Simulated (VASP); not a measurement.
Input of a VASP 6.6.1 run:

The input INCAR:

```
SYSTEM = Rb
PREC = Accurate
ENCUT = 520
EDIFF = 1E-6
ISMEAR = 0
SIGMA = 0.1
LREAL = .False.
LASPH = .True.
NELM = 100
ALGO = Fast
ISIF = 2
LWAVE = .False.
LCHARG = .False.
GGA = PS
NBANDS = 16
```

File KPOINTS:

```
regular mesh
0
Gamma
  10 10 10
  0 0 0
```

POSCAR

```
Rb
1.0
    5.5161296420      0.0000000000      0.0000000000
    0.0000000000      5.5161296420      0.0000000000
    0.0000000000      0.0000000000      5.7947220481
Rb
2
Direct
    0.0000000000      0.0000000000      0.0000000000
    0.5000000000      0.5000000000      0.5000000000
```

Potentials or basis: VASP PAW PBE potentials, release 64 (Rb_sv).

Run with:

```sh
$ cat potpaw_PBE.64/Rb_sv/POTCAR > POTCAR
$ mpirun -np 1 vasp_std > vasp.out
```

(1) Estimate the pressure.

(2) What does it give for the band gap on the k mesh?

Results:

(1) -0.1 GPa.

(2) zero (band 9 reaches 1.29 eV, above the bottom of band 10 at -0.68 eV).

Caveat: the cell differs from its parent crystal (uniaxial strain along c: +4.0 %); the PAW data sets were made with another functional, which shifts forces and pressure a little.
